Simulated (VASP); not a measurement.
# V (Im-3m) in VASP: further runs, part 2 of 2

VASP 6.6.1. The steps go on from the part before.

## 4. Single point, PBE, collinear spin, ferromagnetic start (14.13 Å³/atom)

This run uses another cell than the first one, of 14.13 Å³/atom.

INCAR reads:

```
SYSTEM = V
ALGO     = Normal         ! electronic algorithm
EDIFF    = 1E-7           ! SCF threshold, eV
ENCUT    = 520            ! plane-wave cutoff, eV
GGA      = PE             ! functional
ISIF     = 2              ! what is computed and relaxed
ISMEAR   = -1             ! smearing method
ISPIN    = 2              ! spin polarisation
LASPH    = .TRUE.         ! aspherical terms in the spheres
LCHARG   = .FALSE.        ! write CHGCAR
LMAXMIX  = 4              ! l up to which the mixer works
LORBIT   = 11             ! projections on sites
LREAL    = .FALSE.        ! projectors in reciprocal space
LWAVE    = .FALSE.        ! write WAVECAR
MAGMOM   = 1.5            ! initial moments
NBANDS   = 16             ! bands
NELM     = 150            ! most SCF steps
PREC     = Accurate       ! precision mode
SIGMA    = 0.03           ! smearing width, eV
```

KPOINTS reads:

```
k-points
0
G
  15 15 15
  0 0 0
```

POSCAR reads:

```
V
1.0
   -1.5230201596      1.5230201596      1.5230201596
    1.5230201596     -1.5230201596      1.5230201596
    1.5230201596      1.5230201596     -1.5230201596
V
1
Direct
    0.0000000000      0.0000000000      0.0000000000
```

Potentials or basis: VASP PAW PBE potentials, release 64 (V_sv).

Run with:

```console
cat potpaw_PBE.64/V_sv/POTCAR > POTCAR
mpirun -np 1 vasp_std > vasp.out
```

OUTCAR:

```text
SYSTEM = V
   EDIFF = 1E-7
   ENCUT = 520
   GGA = PE
   ISIF = 2
   ISMEAR = -1
   ISPIN = 2
   LASPH = .TRUE.
   LORBIT = 11
   LREAL = .FALSE.
   NELM = 150
   PREC = Accurate

 ion  position               nearest neighbor table
   1  0.000  0.000  0.000-

  LATTYP: Found a body centered cubic cell.
 ALAT       =     3.0460403192

  Lattice vectors:

 A1 = (  -1.5230201596,   1.5230201596,   1.5230201596)
 A2 = (   1.5230201596,  -1.5230201596,   1.5230201596)
 A3 = (   1.5230201596,   1.5230201596,  -1.5230201596)

Analysis of symmetry for initial positions (statically):
=====================================================================
 Subroutine PRICEL returns:
 Original cell was already a primitive cell.

 Routine SETGRP: Setting up the symmetry group for a
 body centered cubic supercell.

 Subroutine GETGRP returns: Found 48 space group operations
 (whereof 48 operations were pure point group operations)
 out of a pool of 48 trial point group operations.

The static configuration has the point symmetry O_h .

Analysis of symmetry for dynamics (positions and initial velocities):
[... 636 lines left out ...]

 [... further k-points ...]

 spin component 2

 k-point     1 :       0.0000    0.0000    0.0000
  band No.  band energies     occupation
      1     -54.6501      1.00000
      2     -28.0228      1.00000
      3     -28.0228      1.00000
      4     -28.0228      1.00000
      5       2.6451      1.00000
      6       9.5269      0.00000
[... 435 lines left out ...]
      5       6.9331      1.00000
      6       8.1315      1.00000
[... 8 lines left out ...]
     15      35.3273      0.00000
     16      39.6625      0.00000

 [... further k-points ...]

------------------------ aborting loop because EDIFF is reached ----------------------------------------

  FORCE on cell =-STRESS in cart. coord.  units (eV):
  Direction    XX          YY          ZZ          XY          YZ          ZX
  --------------------------------------------------------------------------------------
  -------------------------------------------------------------------------------------
  Total       -0.7222720     -0.7222720     -0.7222720     -0.0000000      0.0000000      0.0000000
  in kB      -81.8906633    -81.8906633    -81.8906633     -0.0000000      0.0000000      0.0000000
  external PRESSURE =     -81.8906633 kB  Pullay stress =       0.0000000 kB

 VOLUME and BASIS-vectors are now :
 -----------------------------------------------------------------------------
  energy-cutoff  :      520.00
  volume of cell :       14.13
      direct lattice vectors                 reciprocal lattice vectors
    -1.523020160  1.523020160  1.523020160     0.000000000  0.328295063  0.328295063
     1.523020160 -1.523020160  1.523020160     0.328295063  0.000000000  0.328295063
     1.523020160  1.523020160 -1.523020160     0.328295063  0.328295063  0.000000000

 POSITION                                       TOTAL-FORCE (eV/Angst)
 -----------------------------------------------------------------------------------
      0.00000      0.00000      0.00000        -0.000000      0.000000     -0.000000
 -----------------------------------------------------------------------------------
    total drift:                                0.000000     -0.000000      0.000000

  FREE ENERGIE OF THE ION-ELECTRON SYSTEM (eV)
  ---------------------------------------------------
  free  energy   TOTEN  =        -8.9791488057 eV

  energy  without entropy=       -8.9741947828  energy(sigma->0) =       -8.97667179

 total charge

# of ion       s       p       d       tot
------------------------------------------
    1        2.327   6.205   3.041  11.573

 magnetization (x)

# of ion       s       p       d       tot
------------------------------------------
    1        0.000   0.000   0.000   0.000
```

stdout:

```text
POSCAR found type information on POSCAR V
 POSCAR found :  1 types and       1 ions
 scaLAPACK will be used
 LDA part: xc-table for (Slater+PW92), standard interpolation
 POSCAR, INCAR and KPOINTS ok, starting setup
 FFT: planning ... GRIDC
 FFT: planning ... GRID_SOFT
 FFT: planning ... GRID
 WAVECAR not read
 entering main loop
```

Run time: 73 s. Hardware: 1 thread of Intel Xeon 8259CL, shared host; peak memory 0.16 GiB.

What came out:

- Free energy: -8.9791 eV
- Pressure: -8.2 GPa
- Net moment: 0.00 μB per cell
- Valence electrons inside the program's atomic spheres: V 11.57

Levels at points of the mesh, in eV from the Fermi level:
Spin up:
| k point | band 2 | band 3 | band 4 | band 5 | band 6 | band 7 | band 8 | band 9 | band 10 | band 11 |
| --- | --- | --- | --- | --- | --- | --- | --- | --- | --- | --- |
| (0.00, 0.00, 0.00) | -37.15 | -37.15 | -37.15 | -6.48 | 0.40 | 0.40 | 0.40 | 2.29 | 2.29 | 20.10 |
Spin down:
```csv
k point,band 4,band 5,band 6,band 7,band 8,band 9
"(0.00, 0.00, 0.00)",-37.15,-6.48,0.40,0.40,0.40,2.29
```

Caveat: the cell stands under tension; the moments typed at the start vanished in this run.

## 5. Single point, PBE, collinear spin, ferromagnetic start (14.41 Å³/atom)

This run uses another cell than the first one, of 14.41 Å³/atom.

INCAR reads:

```
SYSTEM = V
  PREC = Accurate
  ENCUT = 520
  EDIFF = 1E-6
  ISMEAR = -1
  SIGMA = 0.03
  LREAL = .FALSE.
  LASPH = .TRUE.
  NELM = 150
  ALGO = Normal
  ISIF = 2
  LWAVE = .FALSE.
  LCHARG = .FALSE.
  ISPIN = 2
  MAGMOM = 1.5
  LORBIT = 11
  LMAXMIX = 4
  GGA = PE
  NBANDS = 16
```

KPOINTS reads:

```
regular mesh
0
G
  15 15 15
  0 0 0
```

POSCAR reads:

```
V
1.0
   -1.5329101780      1.5329101780      1.5329101780
    1.5329101780     -1.5329101780      1.5329101780
    1.5329101780      1.5329101780     -1.5329101780
V
1
Direct
    0.0000000000      0.0000000000      0.0000000000
```

Potentials or basis: VASP PAW PBE potentials, release 64 (V_sv).

Run with:

```console
cat potpaw_PBE.64/V_sv/POTCAR > POTCAR
mpirun -np 1 vasp_std > vasp.out
```

OUTCAR:

```text
SYSTEM = V
   PREC = Accurate
   ENCUT = 520
   EDIFF = 1E-6
   ISMEAR = -1
   LREAL = .FALSE.
   LASPH = .TRUE.
   NELM = 150
   ISIF = 2
   ISPIN = 2
   LORBIT = 11
   GGA = PE

 ion  position               nearest neighbor table
   1  0.000  0.000  0.000-

  LATTYP: Found a body centered cubic cell.
 ALAT       =     3.0658203560

  Lattice vectors:

 A1 = (  -1.5329101780,   1.5329101780,   1.5329101780)
 A2 = (   1.5329101780,  -1.5329101780,   1.5329101780)
 A3 = (   1.5329101780,   1.5329101780,  -1.5329101780)

Analysis of symmetry for initial positions (statically):
=====================================================================
 Subroutine PRICEL returns:
 Original cell was already a primitive cell.

 Routine SETGRP: Setting up the symmetry group for a
 body centered cubic supercell.

 Subroutine GETGRP returns: Found 48 space group operations
 (whereof 48 operations were pure point group operations)
 out of a pool of 48 trial point group operations.

The static configuration has the point symmetry O_h .

Analysis of symmetry for dynamics (positions and initial velocities):
=====================================================================
 Subroutine PRICEL returns:
 Original cell was already a primitive cell.

 Routine SETGRP: Setting up the symmetry group for a
 body centered cubic supercell.

 Subroutine GETGRP returns: Found 48 space group operations
 (whereof 48 operations were pure point group operations)
 out of a pool of 48 trial point group operations.

The dynamic configuration has the point symmetry O_h .

Analysis of structural, dynamic, and magnetic symmetry:
=====================================================================
 Subroutine PRICEL returns:
 Original cell was already a primitive cell.

 Routine SETGRP: Setting up the symmetry group for a
 body centered cubic supercell.

 Subroutine GETGRP returns: Found 48 space group operations
 (whereof 48 operations were pure point group operations)
 out of a pool of 48 trial point group operations.

The overall configuration has the point symmetry O_h .

 Subroutine INISYM returns: Found 48 space group operations
 (whereof 48 operations are pure point group operations),
 and found     1 'primitive' translations

----------------------------------------------------------------------------------------

                                     Primitive cell

  volume of cell :      14.4082

  direct lattice vectors                    reciprocal lattice vectors
    -1.532910178  1.532910178  1.532910178     0.000000000  0.326176972  0.326176972
     1.532910178 -1.532910178  1.532910178     0.326176972  0.000000000  0.326176972
     1.532910178  1.532910178 -1.532910178     0.326176972  0.326176972  0.000000000

  length of vectors
     2.655078312  2.655078312  2.655078312     0.461283897  0.461283897  0.461283897

  position of ions in fractional coordinates (direct lattice)
     0.000000000  0.000000000  0.000000000

  ion indices of the primitive-cell ions
   primitive index   ion index
                 1           1

----------------------------------------------------------------------------------------

 KPOINTS: regular mesh

[... 51 lines left out ...]
   total plane-waves  NPLWV =   8000
   dimension x,y,z NGX =    20 NGY =   20 NGZ =   20
   dimension x,y,z NGXF=    40 NGYF=   40 NGZF=   40
   ions per type =               1
   NGX,Y,Z   is equivalent  to a cutoff of  12.52, 12.52, 12.52 a.u.
   NGXF,Y,Z  is equivalent  to a cutoff of  25.05, 25.05, 25.05 a.u.
 SYSTEM =  V
   PREC   = accura    normal or accurate (medium, high low for compatibility)
   ISTART =      0    job   : 0-new  1-cont  2-samecut
   ICHARG =      2    charge: 1-file 2-atom 10-const
   ISPIN  =      2    spin polarized calculation?
   LNONCOLLINEAR =      F non collinear calculations
   LSORBIT =      F    spin-orbit coupling
   LASPH  =      T    aspherical Exc in radial PAW
   ENCUT  =  520.0 eV  38.22 Ry    6.18 a.u.   4.94  4.94  4.94*2*pi/ulx,y,z
   NELM   =    150;   NELMIN=  2; NELMDL= -5     # of ELM steps
   EDIFF  = 0.1E-05   stopping-criterion for ELM
   LREAL  =      F    real-space projection
   EDIFFG = 0.1E-04   stopping-criterion for IOM
   NSW    =      0    number of steps for IOM
   IBRION =     -1    ionic relax: 0-MD 1-quasi-New 2-CG
   NFREE  =      0    steps in history (QN), initial steepest desc. (CG)
   ISIF   =      2    stress and relaxation
   ISYM   =      2    0-nonsym 1-usesym 2-fastsym
   POTIM  = 0.5000    time-step for ionic-motion
   TEBEG  =    0.0;   TEEND  =   0.0 temperature during run
   PSTRESS=    0.0 pullay stress
   NELECT =      13.0000    total number of electrons
   NUPDOWN=      -1.0000    fix difference up-down
   EMIN   =  10.00;   EMAX   =-10.00  energy-range for DOS
   EFERMI =   0.00;   METHOD = LEGACY
   ISMEAR =    -1;   SIGMA  =   0.03  broadening in eV -4-tet -1-fermi 0-gaus
   EFERMI_NEDOS =   21; number of points for ismear=-14 and -15
   IALGO  =     38    algorithm
   IMIX   =      4    mixing-type and parameters
     AMIX     =   0.40;   BMIX     =  1.00
     AMIX_MAG =   1.60;   BMIX_MAG =  1.00
  volume/ion in A,a.u.               =      14.41        97.23
  Fermi-wavevector in a.u.,A,eV,Ry     =   1.581925  2.989405 34.048402  2.502487
  Thomas-Fermi vector in A             =   2.681926
   LORBIT       =     11    0 simple, 1 ext, 2 COOP (PROOUT), +10 PAW based schemes
   GGA     = PE    functional components
   LHFCALC =     F    Hartree Fock is set to
   AEXX    =    0.0000 exact exchange contribution
   IVDW    =     0    specifies the selected vdW correction
   LEPSILON=     F    determine dielectric tensor
   LRPA    =     F    only Hartree local field effects (RPA)
 spin polarized calculation
  energy-cutoff  :      520.00
  volume of cell :       14.41
 maximum number of plane-waves:       402
   NGX =  9   NGY =  9   NGZ =  9

 number of electron      13.0000007 magnetization       0.0002397

 Free energy of the ion-electron system (eV)
  ---------------------------------------------------
  ext. energy  EPLUGINS =         0.00000000
  ---------------------------------------------------
  free energy    TOTEN  =        -8.96265681 eV

  energy without entropy =       -8.95728155  energy(sigma->0) =       -8.95996918

 E-fermi :   8.8956     XC(G=0): -12.5432

 val. band max:        8.8835123986   @ k =  -0.2000   0.2667   0.0667
 cond. band min:       8.8970271577   @ k =   0.3333   0.1333   0.0000
 fundamental gap:      0.0135147592
 Fermi energy:         8.8955833768

 spin component 1

 k-point     1 :       0.0000    0.0000    0.0000
  band No.  band energies     occupation
      1     -54.9070      1.00000
      2     -28.3055      1.00000
      3     -28.3055      1.00000
      4     -28.3055      1.00000
      5       2.4619      1.00000
      6       9.2901      0.00000
[... 435 lines left out ...]
      5       6.7478      1.00000
      6       7.9291      1.00000
[... 8 lines left out ...]
     15      34.8233      0.00000
     16      39.0286      0.00000

 [... further k-points ...]

 spin component 2

 k-point     1 :       0.0000    0.0000    0.0000
  band No.  band energies     occupation
      1     -54.9067      1.00000
      2     -28.3053      1.00000
      3     -28.3053      1.00000
      4     -28.3053      1.00000
      5       2.4621      1.00000
      6       9.2903      0.00000
[... 435 lines left out ...]
      5       6.7480      1.00000
      6       7.9293      1.00000
[... 8 lines left out ...]
     15      34.8235      0.00000
     16      39.0287      0.00000

 [... further k-points ...]

------------------------ aborting loop because EDIFF is reached ----------------------------------------

  FORCE on cell =-STRESS in cart. coord.  units (eV):
  Direction    XX          YY          ZZ          XY          YZ          ZX
  --------------------------------------------------------------------------------------
  -------------------------------------------------------------------------------------
  Total       -0.9856824     -0.9856824     -0.9856824     -0.0000000      0.0000000     -0.0000000
  in kB     -109.6067944   -109.6067944   -109.6067944     -0.0000000      0.0000000     -0.0000000
  external PRESSURE =    -109.6067944 kB  Pullay stress =       0.0000000 kB

 VOLUME and BASIS-vectors are now :
 -----------------------------------------------------------------------------
  energy-cutoff  :      520.00
  volume of cell :       14.41
      direct lattice vectors                 reciprocal lattice vectors
    -1.532910178  1.532910178  1.532910178     0.000000000  0.326176972  0.326176972
     1.532910178 -1.532910178  1.532910178     0.326176972  0.000000000  0.326176972
     1.532910178  1.532910178 -1.532910178     0.326176972  0.326176972  0.000000000

 POSITION                                       TOTAL-FORCE (eV/Angst)
 -----------------------------------------------------------------------------------
      0.00000      0.00000      0.00000        -0.000000     -0.000000      0.000000
 -----------------------------------------------------------------------------------
    total drift:                                0.000000     -0.000000      0.000000

  FREE ENERGIE OF THE ION-ELECTRON SYSTEM (eV)
  ---------------------------------------------------
  free  energy   TOTEN  =        -8.9626568093 eV

  energy  without entropy=       -8.9572815507  energy(sigma->0) =       -8.95996918

 total charge

# of ion       s       p       d       tot
------------------------------------------
    1        2.322   6.199   3.022  11.543

 magnetization (x)

# of ion       s       p       d       tot
------------------------------------------
    1        0.000   0.000   0.000   0.000
```

stdout:

```text
POSCAR found type information on POSCAR V
 POSCAR found :  1 types and       1 ions
 scaLAPACK will be used
 LDA part: xc-table for (Slater+PW92), standard interpolation
 POSCAR, INCAR and KPOINTS ok, starting setup
 FFT: planning ... GRIDC
 FFT: planning ... GRID_SOFT
 FFT: planning ... GRID
 WAVECAR not read
 entering main loop
```

Wall time 65 s (1 thread of Intel Xeon 8259CL, shared host); peak memory 0.16 GiB.

Results:

| Property | Result |
| --- | --- |
| Free energy | -8.9627 eV |
| Pressure | -11.0 GPa |
| Net moment | 0.00 μB per cell |
| Valence electrons inside the program's atomic spheres | V 11.54 |

Caveat: the cell stands under tension; the moments typed at the start vanished in this run.

## 6. Overview

| cell | gap on the mesh (eV) | pressure (GPa) | moment (μB) |
| --- | --- | --- | --- |
| a = 2.585 Å, angles 109.5°, 1 atom | none | 2.1 | 0.00 |
| a = 2.603 Å, angles 109.5°, 1 atom | none | -1.7 | 0.00 |
| a = 2.638 Å, angles 109.5°, 1 atom | none | -8.2 | 0.00 |
| a = 2.655 Å, angles 109.5°, 1 atom | none | -11.0 | 0.00 |

Alike in all rows: task single point; level PBE; potentials or basis VASP PAW PBE potentials, release 64 (V_sv); spin collinear, ferromagnetic start; k mesh 15 × 15 × 15; cutoff (eV) 520; smearing fermi-dirac 0.03 eV.

Caveats: the moments typed at the start vanished in this run; the cell stands under tension (at least some runs).

Total energies depend on the potentials used, so only differences within one code and one set of settings carry meaning.

The gap in the log of VASP goes by the Fermi energy; the results here count the filled bands.